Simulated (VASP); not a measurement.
Write the native input for VASP 6.6.1 that does the following.

```yaml
Task: single point
Functional: PBE
Potentials_or_basis: VASP PAW PBE potentials, release 64 (Lu)
Cutoff: 520 eV
k_mesh: 7 × 7 × 10
Occupations: fermi-dirac, width 0.05 eV
Spin: no spin polarisation
Dipole_correction: no
Further_INCAR_settings: ALGO = Normal; EDIFF = 1e-06; NBANDS = 44
```

The structure of Lu lies in POSCAR:

```
Lu
1.0
    5.2149733256      0.0000000000      0.0000000000
   -2.6074866628      4.5162993800      0.0000000000
    0.0000000000      0.0000000000      3.2654287559
Lu
3
Direct
    0.0000000000      0.0000000000      0.0000000000
    0.3333333333      0.6666666667      0.5000000000
    0.6666666667      0.3333333333      0.5000000000
```

This isn't the form of Lu at room conditions, which is hcp.

The input as run:

INCAR

```
PREC = Accurate
ENCUT = 520
EDIFF = 1E-6
ISMEAR = -1
SIGMA = 0.05
LREAL = False
LASPH = True
NELM = 80
ALGO = Normal
ISIF = 2
LWAVE = False
LCHARG = True
GGA = PE
LELF = True
LVHAR = True
NBANDS = 44
```

KPOINTS

```
regular mesh
0
Gamma
  7 7 10
```

Potentials or basis: VASP PAW PBE potentials, release 64 (Lu).

The run is started by

```console
$ cat potpaw_PBE.64/Lu/POTCAR > POTCAR
$ mpirun -np 1 vasp_std > vasp.out
```

Results of the run:

```json
{
  "Pressure": "7.4 GPa",
  "Band gap on the k mesh": "zero (an odd number of electrons rules out a gap without spin polarisation)"
}
```

Caveat: the cell stands under pressure; spin-orbit coupling is left out, which moves the levels of the heavy elements.

Wall time 4.4 min on 1 thread of Oxide Virtual Turin-like Processor, on a shared host, peak memory 0.24 GiB.
